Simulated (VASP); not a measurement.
# Si5PdW (P4/mmm) in VASP: notebook

The runs below take Si5PdW through single point, with PBE.

Program: VASP 6.6.1. These are calculated values, not measurements. Logs are shortened: lines on timing, memory, paths and dates and some standing lists are left out, and cuts for length are marked.

### Step 1. The cell of the first run

Symmetry: P4/mmm, No. 123, tetragonal system. The conventional cell has a = 3.827 Å, b = 3.827 Å, c = 7.170 Å, α = 90.00°, β = 90.00°, γ = 90.00°. Within 3.4 Å of Si (site symmetry 2mm) lie 2 Pd at 2.56 Å and 7 Si at 2.69 to 3.39 Å and 2 W at 2.69 Å. Si (site symmetry 4/mmm) has 8 Si at 2.69 Å and 4 W at 2.71 Å and 2 Pd at 3.58 Å within 3.6 Å. Within 3.4 Å of Pd (site symmetry 4/mmm) lie 8 Si at 2.56 Å. W (site symmetry 4/mmm) has 12 Si at 2.69 to 2.71 Å within 3.5 Å.

The cell was built from a structure type or drawn by symmetry, and may not be a known phase.

### Step 2. Single point, PBE

Contents of INCAR:

```
ALGO = Normal
EDIFF = 1E-6
ENCUT = 520
GGA = PE
ISIF = 2
ISMEAR = 0
LASPH = T
LCHARG = F
LREAL = F
LWAVE = F
NBANDS = 31
NELM = 80
PREC = Accurate
SIGMA = 0.2
```

Contents of KPOINTS:

```
k-points
0
Gamma
  4 4 3
```

Contents of POSCAR:

```
Si5PdW
1.0
    3.8265275919      0.0000000000      0.0000000000
    0.0000000000      3.8265275919      0.0000000000
    0.0000000000      0.0000000000      7.1696828333
Si Pd W
5 1 1
Direct
    0.5000000000      0.0000000000      0.7638153219
    0.5000000000      0.0000000000      0.2361846781
    0.0000000000      0.5000000000      0.7638153219
    0.0000000000      0.5000000000      0.2361846781
    0.0000000000      0.0000000000      0.5000000000
    0.0000000000      0.0000000000      0.0000000000
    0.5000000000      0.5000000000      0.5000000000
```

Potentials or basis: VASP PAW PBE potentials, release 64 (Si, Pd, W_sv).

The run is started by

```console
cat potpaw_PBE.64/Si/POTCAR potpaw_PBE.64/Pd/POTCAR potpaw_PBE.64/W_sv/POTCAR > POTCAR
mpirun -np 1 vasp_std > vasp.out
```

OUTCAR:

```text
EDIFF = 1E-6
   ENCUT = 520
   GGA = PE
   ISIF = 2
   ISMEAR = 0
   LASPH = T
   LREAL = F
   NELM = 80
   PREC = Accurate

 ion  position               nearest neighbor table
   1  0.500  0.000  0.764-   6 2.56   6 2.56   7 2.69   7 2.69   5 2.69   5 2.69   3 2.71   3 2.71
                             3 2.71   3 2.71
   2  0.500  0.000  0.236-   6 2.56   6 2.56   7 2.69   7 2.69   5 2.69   5 2.69   4 2.71   4 2.71
                             4 2.71   4 2.71
   3  0.000  0.500  0.764-   6 2.56   6 2.56   7 2.69   5 2.69   5 2.69   7 2.69   1 2.71   1 2.71
                             1 2.71   1 2.71
   4  0.000  0.500  0.236-   6 2.56   6 2.56   7 2.69   5 2.69   5 2.69   7 2.69   2 2.71   2 2.71
                             2 2.71   2 2.71
   5  0.000  0.000  0.500-   1 2.69   2 2.69   3 2.69   4 2.69   3 2.69   4 2.69   1 2.69   2 2.69
                             7 2.71   7 2.71   7 2.71   7 2.71
   6  0.000  0.000  0.000-   1 2.56   2 2.56   3 2.56   4 2.56   3 2.56   4 2.56   1 2.56   2 2.56

   7  0.500  0.500  0.500-   1 2.69   2 2.69   3 2.69   4 2.69   1 2.69   2 2.69   3 2.69   4 2.69
                             5 2.71   5 2.71   5 2.71   5 2.71

  LATTYP: Found a simple tetragonal cell.
 ALAT       =     3.8265275919
 C/A-ratio  =     1.8736785927

  Lattice vectors:

 A1 = (   3.8265275919,   0.0000000000,   0.0000000000)
 A2 = (   0.0000000000,   3.8265275919,   0.0000000000)
 A3 = (   0.0000000000,   0.0000000000,   7.1696828333)

Analysis of symmetry for initial positions (statically):
=====================================================================
 Subroutine PRICEL returns:
 Original cell was already a primitive cell.

 Routine SETGRP: Setting up the symmetry group for a
 simple tetragonal supercell.

 Subroutine GETGRP returns: Found 16 space group operations
 (whereof 16 operations were pure point group operations)
 out of a pool of 16 trial point group operations.

The static configuration has the point symmetry D_4h.

Analysis of symmetry for dynamics (positions and initial velocities):
=====================================================================
 Subroutine PRICEL returns:
 Original cell was already a primitive cell.

 Routine SETGRP: Setting up the symmetry group for a
 simple tetragonal supercell.

 Subroutine GETGRP returns: Found 16 space group operations
 (whereof 16 operations were pure point group operations)
 out of a pool of 16 trial point group operations.

The dynamic configuration has the point symmetry D_4h.
[... 99 lines left out ...]
   NSW    =      0    number of steps for IOM
   IBRION =     -1    ionic relax: 0-MD 1-quasi-New 2-CG
   NFREE  =      0    steps in history (QN), initial steepest desc. (CG)
   ISIF   =      2    stress and relaxation
   ISYM   =      2    0-nonsym 1-usesym 2-fastsym
   POTIM  = 0.5000    time-step for ionic-motion
   TEBEG  =    0.0;   TEEND  =   0.0 temperature during run
   PSTRESS=    0.0 pullay stress
   NELECT =      44.0000    total number of electrons
   NUPDOWN=      -1.0000    fix difference up-down
   EMIN   =  10.00;   EMAX   =-10.00  energy-range for DOS
   EFERMI =   0.00;   METHOD = LEGACY
   ISMEAR =     0;   SIGMA  =   0.20  broadening in eV -4-tet -1-fermi 0-gaus
   EFERMI_NEDOS =   21; number of points for ismear=-14 and -15
   IALGO  =     38    algorithm
   IMIX   =      4    mixing-type and parameters
     AMIX     =   0.40;   BMIX     =  1.00
     AMIX_MAG =   1.60;   BMIX_MAG =  1.00
  volume/ion in A,a.u.               =      15.00       101.21
  Fermi-wavevector in a.u.,A,eV,Ry     =   1.225150  2.315197 20.422235  1.500992
  Thomas-Fermi vector in A             =   2.360198
   LORBIT       =      0    0 simple, 1 ext, 2 COOP (PROOUT), +10 PAW based schemes
   GGA     = PE    functional components
   LHFCALC =     F    Hartree Fock is set to
   AEXX    =    0.0000 exact exchange contribution
   IVDW    =     0    specifies the selected vdW correction
   LEPSILON=     F    determine dielectric tensor
   LRPA    =     F    only Hartree local field effects (RPA)
 non-spin polarized calculation
 Gauss-broadening in eV      SIGMA  =   0.20
  energy-cutoff  :      520.00
  volume of cell :      104.98
 maximum number of plane-waves:      2834
   NGX = 15   NGY = 15   NGZ = 27

 number of electron      44.0000002 magnetization

 Free energy of the ion-electron system (eV)
  ---------------------------------------------------
  ext. energy  EPLUGINS =         0.00000000
  ---------------------------------------------------
  free energy    TOTEN  =       -44.36346841 eV

  energy without entropy =      -44.29052269  energy(sigma->0) =      -44.32699555

 E-fermi :  10.2300     XC(G=0): -11.6311

 val. band max:       10.2098781421   @ k =   0.5000   0.5000   0.3333
 cond. band min:      10.3275861963   @ k =   0.5000   0.2500   0.0000
 fundamental gap:      0.1177080542
 Fermi energy:        10.2300147856

 k-point     1 :       0.0000    0.0000    0.0000
  band No.  band energies     occupation
      1     -63.8989      2.00000
      2     -28.2100      2.00000
      3     -28.1364      2.00000
      4     -28.1364      2.00000
      5      -3.4293      2.00000
      6      -1.0571      2.00000
[... 397 lines left out ...]
     30      14.9009      0.00000
     31      16.8403      0.00000

------------------------ aborting loop because EDIFF is reached ----------------------------------------

  FORCE on cell =-STRESS in cart. coord.  units (eV):
  Direction    XX          YY          ZZ          XY          YZ          ZX
  --------------------------------------------------------------------------------------
  -------------------------------------------------------------------------------------
  Total       -0.0010921     -0.0010921      0.2465064      0.0000000      0.0000000      0.0000000
  in kB       -0.0166675     -0.0166675      3.7620904      0.0000000      0.0000000      0.0000000
  external PRESSURE =       1.2429185 kB  Pullay stress =       0.0000000 kB

 VOLUME and BASIS-vectors are now :
 -----------------------------------------------------------------------------
  energy-cutoff  :      520.00
  volume of cell :      104.98
      direct lattice vectors                 reciprocal lattice vectors
     3.826527592  0.000000000  0.000000000     0.261333540  0.000000000  0.000000000
     0.000000000  3.826527592  0.000000000     0.000000000  0.261333540  0.000000000
     0.000000000  0.000000000  7.169682833     0.000000000  0.000000000  0.139476184

 POSITION                                       TOTAL-FORCE (eV/Angst)
 -----------------------------------------------------------------------------------
      1.91326      0.00000      5.47631        -0.000000     -0.000000      0.011148
      1.91326      0.00000      1.69337         0.000000      0.000000     -0.011148
      0.00000      1.91326      5.47631         0.000000      0.000000      0.011148
      0.00000      1.91326      1.69337        -0.000000      0.000000     -0.011148
      0.00000      0.00000      3.58484         0.000000     -0.000000      0.000000
      0.00000      0.00000      0.00000         0.000000     -0.000000      0.000000
      1.91326      1.91326      3.58484         0.000000     -0.000000      0.000000
 -----------------------------------------------------------------------------------
    total drift:                                0.000000      0.000000      0.000000

  FREE ENERGIE OF THE ION-ELECTRON SYSTEM (eV)
  ---------------------------------------------------
  free  energy   TOTEN  =       -44.3634684059 eV

  energy  without entropy=      -44.2905226862  energy(sigma->0) =      -44.32699555
```

OSZICAR:

```text
N       E                     dE             d eps       ncg     rms          rms(c)
DAV:   1     0.244436823690E+03    0.24444E+03   -0.21616E+04   840   0.132E+03
DAV:   2    -0.324258548618E+02   -0.27686E+03   -0.26534E+03   793   0.305E+02
DAV:   3    -0.459944095435E+02   -0.13569E+02   -0.13031E+02   993   0.601E+01
DAV:   4    -0.462279016554E+02   -0.23349E+00   -0.23244E+00   913   0.780E+00
DAV:   5    -0.462325086737E+02   -0.46070E-02   -0.46064E-02   926   0.120E+00    0.245E+01
DAV:   6    -0.449200039074E+02    0.13125E+01   -0.12289E+01   880   0.253E+01    0.990E+00
DAV:   7    -0.445034804677E+02    0.41652E+00   -0.35139E+00   853   0.155E+01    0.647E+00
DAV:   8    -0.443695675816E+02    0.13391E+00   -0.36652E-01   871   0.486E+00    0.944E-01
DAV:   9    -0.443638945604E+02    0.56730E-02   -0.56080E-02   896   0.145E+00    0.392E-01
DAV:  10    -0.443636243108E+02    0.27025E-03   -0.45350E-03   892   0.441E-01    0.231E-01
DAV:  11    -0.443636448948E+02   -0.20584E-04   -0.20531E-03   905   0.346E-01    0.142E-01
DAV:  12    -0.443634482869E+02    0.19661E-03   -0.83789E-04   928   0.251E-01    0.493E-02
DAV:  13    -0.443634684220E+02   -0.20135E-04   -0.79802E-05   858   0.463E-02    0.187E-02
DAV:  14    -0.443634685804E+02   -0.15837E-06   -0.11597E-05   877   0.205E-02    0.814E-03
DAV:  15    -0.443634684059E+02    0.17443E-06   -0.97351E-07   561   0.732E-03
   1 F= -.44363468E+02 E0= -.44326996E+02  d E =-.729457E-01
```

stdout:

```text
POSCAR found type information on POSCAR SiPdW
 POSCAR found :  3 types and       7 ions
 scaLAPACK will be used
 LDA part: xc-table for (Slater+PW92), standard interpolation
 POSCAR, INCAR and KPOINTS ok, starting setup
 FFT: planning ... GRIDC
 FFT: planning ... GRID_SOFT
 FFT: planning ... GRID
 WAVECAR not read
 entering main loop
```

Wall time 86 s (1 thread of Intel Xeon 8259CL, shared host); peak memory 0.21 GiB.

Results:

```yaml
Free_energy: -44.3635 eV
Pressure: 0.1 GPa
Largest_force: 0.011 eV/Å
Band_gap_on_the_k_mesh: zero (bands 22 and 23 overlap by 0.94 eV)
```

Forces in eV/Å, atoms in the order of the input:
```
Si   0.000  0.000  0.011
Si   0.000  0.000 -0.011
Si   0.000  0.000  0.011
Si   0.000  0.000 -0.011
Si   0.000  0.000  0.000
Pd   0.000  0.000  0.000
W    0.000  0.000  0.000
```

Levels at points of the mesh, in eV from the Fermi level:
| k point | band 19 | band 20 | band 21 | band 22 | band 23 | band 24 | band 25 | band 26 |
| --- | --- | --- | --- | --- | --- | --- | --- | --- |
| (0.00, 0.00, 0.00) | -2.63 | -2.46 | -1.20 | 0.60 | 0.60 | 1.13 | 1.28 | 1.44 |
| (0.50, 0.00, 0.00) | -2.23 | -0.88 | -0.23 | -0.15 | -0.09 | 0.58 | 0.85 | 1.05 |
| (0.50, 0.50, 0.00) | -3.70 | -2.75 | -0.43 | 0.26 | 1.03 | 1.03 | 1.89 | 2.07 |

Caveat: the k points lie up to 0.41 Å⁻¹ apart, too coarse for converged energies and pressures of a metal; spin-orbit coupling is left out, which moves the levels of the heavy elements.

(Continued in part 2 of 3.)
